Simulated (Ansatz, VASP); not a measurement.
## In2O3: VASP beside Ansatz

```
CELL_PARAMETERS angstrom
2.84013 1.63975 4.98234
-2.84013 1.63975 4.98234
0.00000 -3.27950 4.98234
ATOMIC_POSITIONS crystal
In 0.35768 0.35768 0.35768
In 0.14232 0.14232 0.14232
In 0.64232 0.64232 0.64232
In 0.85768 0.85768 0.85768
O 0.54553 0.95447 0.25000
O 0.25000 0.54553 0.95447
O 0.95447 0.25000 0.54553
O 0.45447 0.04553 0.75000
O 0.75000 0.45447 0.04553
O 0.04553 0.75000 0.45447
```

Change from the starting cell: strain +0.040 along x and y, +0.040 along z, atoms carried along.

Alike in both runs: task single point; functional LDA; k mesh 6 × 6 × 6; occupations gaussian, width 0.05 eV; no spin polarisation.

|  | VASP | Ansatz |
| --- | --- | --- |
| version | VASP 6.6.1 | Ansatz 0.2.0 |
| potentials or method | VASP PAW LDA potentials, release 64 (In_d, O), cutoff 520 eV | scalar-relativistic, plane waves, PAW |
| valence electrons in the cell | 88 | 88 |

VASP gave:

* gap on the k mesh at the Fermi level (eV): 0.52
* least direct gap on the mesh (eV): 0.65
* pressure (GPa): -16.3
* traceless stress, the component that is largest in VASP (GPa): 1.60
* rms of the force components (eV/Å): 0.081

**Question.** Estimate Ansatz's values.

**Answer.** gap on the k mesh at the Fermi level (eV): 0.50; least direct gap on the mesh (eV): 0.63; pressure (GPa): -16.7; traceless stress, the component that is largest in VASP (GPa): 1.71; rms of the force components (eV/Å): 0.080.

LDA's correlation is that of Perdew and Zunger in VASP and of Perdew and Wang (1992) in Ansatz. Atom by atom the forces differ by 0.002 eV/Å (rms over components).
